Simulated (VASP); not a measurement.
# Hf5AlN6 (P4/mmm) in VASP: notebook, part 2 of 2

VASP 6.6.1. The steps go on from the part before.

**3. Single point, PBE**

This run uses another cell than the first one, of 11.35 Å³/atom.

INCAR reads:

```
PREC     = Accurate       # precision mode
ENCUT    = 600            # plane-wave cutoff, eV
EDIFF    = 1E-6           # SCF threshold, eV
ISMEAR   = 0              # smearing method
SIGMA    = 0.1            # smearing width, eV
LREAL    = False          # projectors in reciprocal space
LASPH    = True           # aspherical terms in the spheres
NELM     = 120            # most SCF steps
ALGO     = Normal         # electronic algorithm
ISIF     = 2              # what is computed and relaxed
LWAVE    = False          # write WAVECAR
LCHARG   = False          # write CHGCAR
GGA      = PE             # functional
NBANDS   = 54             # bands
GGA_COMPAT= False
```

KPOINTS reads:

```
regular mesh
0
Gamma
  12 12 4
```

POSCAR reads:

```
Hf5AlN6
1.0
    3.1800961428      0.0000000000      0.0000000000
    0.0000000000      3.1800961428      0.0000000000
    0.0000000000      0.0000000000     13.4730612857
Hf Al N
5 1 6
Direct
    0.0000000000      0.0000000000      0.8356949008
    0.0000000000      0.0000000000      0.1643050992
    0.5000000000      0.5000000000      0.3273568453
    0.0000000000      0.0000000000      0.5000000000
    0.5000000000      0.5000000000      0.6726431547
    0.5000000000      0.5000000000      0.0000000000
    0.0000000000      0.0000000000      0.0000000000
    0.5000000000      0.5000000000      0.1493959586
    0.0000000000      0.0000000000      0.3341578636
    0.5000000000      0.5000000000      0.5000000000
    0.0000000000      0.0000000000      0.6658421364
    0.5000000000      0.5000000000      0.8506040414
```

Potentials or basis: VASP PAW PBE potentials, release 64 (Hf_pv, Al, N).

On the command line:

```
$ cat potpaw_PBE.64/Hf_pv/POTCAR potpaw_PBE.64/Al/POTCAR potpaw_PBE.64/N/POTCAR > POTCAR
$ mpirun -np 1 vasp_std > vasp.out
```

OUTCAR:

```text
PREC = Accurate
   ENCUT = 600
   EDIFF = 1E-6
   ISMEAR = 0
   LREAL = False
   LASPH = True
   NELM = 120
   ISIF = 2
   GGA = PE

 ion  position               nearest neighbor table
   1  0.000  0.000  0.836-   7 2.21  12 2.26  12 2.26  12 2.26  12 2.26  11 2.29   5 3.14   5 3.14
                             5 3.14   5 3.14   6 3.16   6 3.16   6 3.16   6 3.16
   2  0.000  0.000  0.164-   7 2.21   8 2.26   8 2.26   8 2.26   8 2.26   9 2.29   3 3.14   3 3.14
                             3 3.14   3 3.14   6 3.16   6 3.16   6 3.16   6 3.16
   3  0.500  0.500  0.327-   9 2.25   9 2.25   9 2.25   9 2.25  10 2.33   8 2.40   2 3.14   2 3.14
                             2 3.14   2 3.14   4 3.24   4 3.24   4 3.24   4 3.24
   4  0.000  0.000  0.500-   9 2.23  11 2.23  10 2.25  10 2.25  10 2.25  10 2.25   5 3.24   5 3.24
                             3 3.24   5 3.24   3 3.24   3 3.24   5 3.24   3 3.24
   5  0.500  0.500  0.673-  11 2.25  11 2.25  11 2.25  11 2.25  10 2.33  12 2.40   1 3.14   1 3.14
                             1 3.14   1 3.14   4 3.24   4 3.24   4 3.24   4 3.24
   6  0.500  0.500  0.000-   8 2.01  12 2.01   7 2.25   7 2.25   7 2.25   7 2.25   2 3.16   2 3.16
                             1 3.16   2 3.16   1 3.16   1 3.16   2 3.16   1 3.16
   7  0.000  0.000  0.000-   1 2.21   2 2.21   6 2.25   6 2.25   6 2.25   6 2.25
   8  0.500  0.500  0.149-   6 2.01   2 2.26   2 2.26   2 2.26   2 2.26   3 2.40
   9  0.000  0.000  0.334-   4 2.23   3 2.25   3 2.25   3 2.25   3 2.25   2 2.29
  10  0.500  0.500  0.500-   4 2.25   4 2.25   4 2.25   4 2.25   5 2.33   3 2.33
  11  0.000  0.000  0.666-   4 2.23   5 2.25   5 2.25   5 2.25   5 2.25   1 2.29
  12  0.500  0.500  0.851-   6 2.01   1 2.26   1 2.26   1 2.26   1 2.26   5 2.40

  LATTYP: Found a simple tetragonal cell.
 ALAT       =     3.1800961428
 C/A-ratio  =     4.2366836349

  Lattice vectors:

 A1 = (   3.1800961428,   0.0000000000,   0.0000000000)
 A2 = (   0.0000000000,   3.1800961428,   0.0000000000)
 A3 = (   0.0000000000,   0.0000000000,  13.4730612857)

Analysis of symmetry for initial positions (statically):
=====================================================================
 Subroutine PRICEL returns:
 Original cell was already a primitive cell.

 Routine SETGRP: Setting up the symmetry group for a
 simple tetragonal supercell.

 Subroutine GETGRP returns: Found 16 space group operations
 (whereof 16 operations were pure point group operations)
 out of a pool of 16 trial point group operations.

The static configuration has the point symmetry D_4h.

Analysis of symmetry for dynamics (positions and initial velocities):
=====================================================================
 Subroutine PRICEL returns:
 Original cell was already a primitive cell.

 Routine SETGRP: Setting up the symmetry group for a
 simple tetragonal supercell.

 Subroutine GETGRP returns: Found 16 space group operations
 (whereof 16 operations were pure point group operations)
 out of a pool of 16 trial point group operations.

The dynamic configuration has the point symmetry D_4h.

 Subroutine INISYM returns: Found 16 space group operations
 (whereof 16 operations are pure point group operations),
 and found     1 'primitive' translations

----------------------------------------------------------------------------------------

                                     Primitive cell

  volume of cell :     136.2532

  direct lattice vectors                    reciprocal lattice vectors
[... 97 lines left out ...]
 SYSTEM =  unknown system
   PREC   = accura    normal or accurate (medium, high low for compatibility)
   ISTART =      0    job   : 0-new  1-cont  2-samecut
   ICHARG =      2    charge: 1-file 2-atom 10-const
   ISPIN  =      1    spin polarized calculation?
   LNONCOLLINEAR =      F non collinear calculations
   LSORBIT =      F    spin-orbit coupling
   LASPH  =      T    aspherical Exc in radial PAW
   ENCUT  =  600.0 eV  44.10 Ry    6.64 a.u.   6.35  6.35 26.91*2*pi/ulx,y,z
   NELM   =    120;   NELMIN=  2; NELMDL= -5     # of ELM steps
   EDIFF  = 0.1E-05   stopping-criterion for ELM
   LREAL  =      F    real-space projection
   EDIFFG = 0.1E-04   stopping-criterion for IOM
   NSW    =      0    number of steps for IOM
   IBRION =     -1    ionic relax: 0-MD 1-quasi-New 2-CG
   NFREE  =      0    steps in history (QN), initial steepest desc. (CG)
   ISIF   =      2    stress and relaxation
   ISYM   =      2    0-nonsym 1-usesym 2-fastsym
   POTIM  = 0.5000    time-step for ionic-motion
   TEBEG  =    0.0;   TEEND  =   0.0 temperature during run
   PSTRESS=    0.0 pullay stress
   NELECT =      83.0000    total number of electrons
   NUPDOWN=      -1.0000    fix difference up-down
   EMIN   =  10.00;   EMAX   =-10.00  energy-range for DOS
   EFERMI =   0.00;   METHOD = LEGACY
   ISMEAR =     0;   SIGMA  =   0.10  broadening in eV -4-tet -1-fermi 0-gaus
   EFERMI_NEDOS =   21; number of points for ismear=-14 and -15
   IALGO  =     38    algorithm
   IMIX   =      4    mixing-type and parameters
     AMIX     =   0.40;   BMIX     =  1.00
     AMIX_MAG =   1.60;   BMIX_MAG =  1.00
  volume/ion in A,a.u.               =      11.35        76.62
  Fermi-wavevector in a.u.,A,eV,Ry     =   1.387774  2.622512 26.203669  1.925915
  Thomas-Fermi vector in A             =   2.511963
   LORBIT       =      0    0 simple, 1 ext, 2 COOP (PROOUT), +10 PAW based schemes
   GGA     = PE    functional components
   LHFCALC =     F    Hartree Fock is set to
   AEXX    =    0.0000 exact exchange contribution
   IVDW    =     0    specifies the selected vdW correction
   LEPSILON=     F    determine dielectric tensor
   LRPA    =     F    only Hartree local field effects (RPA)
 non-spin polarized calculation
 Gauss-broadening in eV      SIGMA  =   0.10
  energy-cutoff  :      600.00
  volume of cell :      136.25
 maximum number of plane-waves:      4598
 NGX is ok and might be reduce to    28
   NGX = 13   NGY = 13   NGZ = 53

 number of electron      83.0000001 magnetization

 Free energy of the ion-electron system (eV)
  ---------------------------------------------------
  ext. energy  EPLUGINS =         0.00000000
  ---------------------------------------------------
  free energy    TOTEN  =      -122.41256849 eV

  energy without entropy =     -122.39798858  energy(sigma->0) =     -122.40527854

 E-fermi :   8.4732     XC(G=0): -12.4988

 val. band max:        8.4662164414   @ k =   0.3333   0.1667   0.0000
 cond. band min:       8.4783175263   @ k =   0.2500   0.0000   0.0000
 fundamental gap:      0.0121010849
 Fermi energy:         8.4731919660

 k-point     1 :       0.0000    0.0000    0.0000
  band No.  band energies     occupation
      1     -23.4224      2.00000
      2     -23.2228      2.00000
      3     -23.0640      2.00000
      4     -22.9515      2.00000
      5     -22.9515      2.00000
      6     -22.8250      2.00000
[... 1333 lines left out ...]
     52      12.9758      0.00000
     53      13.1628      0.00000

 [... further k-points ...]

 [bands above 53 left out]

------------------------ aborting loop because EDIFF is reached ----------------------------------------

  FORCE on cell =-STRESS in cart. coord.  units (eV):
  Direction    XX          YY          ZZ          XY          YZ          ZX
  --------------------------------------------------------------------------------------
  -------------------------------------------------------------------------------------
  Total       -1.8166230     -1.8166230     -1.8096849      0.0000000     -0.0000000     -0.0000000
  in kB      -21.3613454    -21.3613454    -21.2797612      0.0000000     -0.0000000     -0.0000000
  external PRESSURE =     -21.3341507 kB  Pullay stress =       0.0000000 kB

 VOLUME and BASIS-vectors are now :
 -----------------------------------------------------------------------------
  energy-cutoff  :      600.00
  volume of cell :      136.25
      direct lattice vectors                 reciprocal lattice vectors
     3.180096143  0.000000000  0.000000000     0.314455902  0.000000000  0.000000000
     0.000000000  3.180096143  0.000000000     0.000000000  0.314455902  0.000000000
     0.000000000  0.000000000 13.473061286     0.000000000  0.000000000  0.074222181

 POSITION                                       TOTAL-FORCE (eV/Angst)
 -----------------------------------------------------------------------------------
      0.00000      0.00000     11.25937         0.000000     -0.000000      0.045189
      0.00000      0.00000      2.21369         0.000000     -0.000000     -0.045189
      1.59005      1.59005      4.41050         0.000000      0.000000      0.019624
      0.00000      0.00000      6.73653         0.000000     -0.000000     -0.000000
      1.59005      1.59005      9.06256        -0.000000      0.000000     -0.019624
      1.59005      1.59005      0.00000         0.000000     -0.000000     -0.000000
      0.00000      0.00000      0.00000         0.000000     -0.000000     -0.000000
      1.59005      1.59005      2.01282         0.000000     -0.000000      0.072334
      0.00000      0.00000      4.50213         0.000000     -0.000000     -0.012515
      1.59005      1.59005      6.73653         0.000000     -0.000000     -0.000000
      0.00000      0.00000      8.97093         0.000000     -0.000000      0.012515
      1.59005      1.59005     11.46024         0.000000     -0.000000     -0.072334
 -----------------------------------------------------------------------------------
    total drift:                                0.000000      0.000000      0.000000

  FREE ENERGIE OF THE ION-ELECTRON SYSTEM (eV)
  ---------------------------------------------------
  free  energy   TOTEN  =      -122.4125684925 eV

  energy  without entropy=     -122.3979885814  energy(sigma->0) =     -122.40527854
```

Run time: 24 min. Hardware: 1 thread of Oxide Virtual Turin-like, shared host; peak memory 0.65 GiB.

What came out:

```yaml
Free_energy: -122.4126 eV
Pressure: -2.1 GPa
Largest_force: 0.072 eV/Å
Band_gap_on_the_k_mesh: zero (an odd number of electrons rules out a gap without spin polarisation)
```

Forces in eV/Å, atoms in the order of the input:
```
Hf   0.000  0.000  0.045
Hf   0.000  0.000 -0.045
Hf   0.000  0.000  0.020
Hf   0.000  0.000  0.000
Hf   0.000  0.000 -0.020
Al   0.000  0.000  0.000
N    0.000  0.000  0.000
N    0.000  0.000  0.072
N    0.000  0.000 -0.013
N    0.000  0.000  0.000
N    0.000  0.000  0.013
N    0.000  0.000 -0.072
```

Caveat: spin-orbit coupling is left out, which moves the levels of the heavy elements; an odd number of electrons without spin polarisation forces a metal; a magnetic or distorted state may lie lower.

The gap in the log of VASP goes by the Fermi energy; the results here count the filled bands.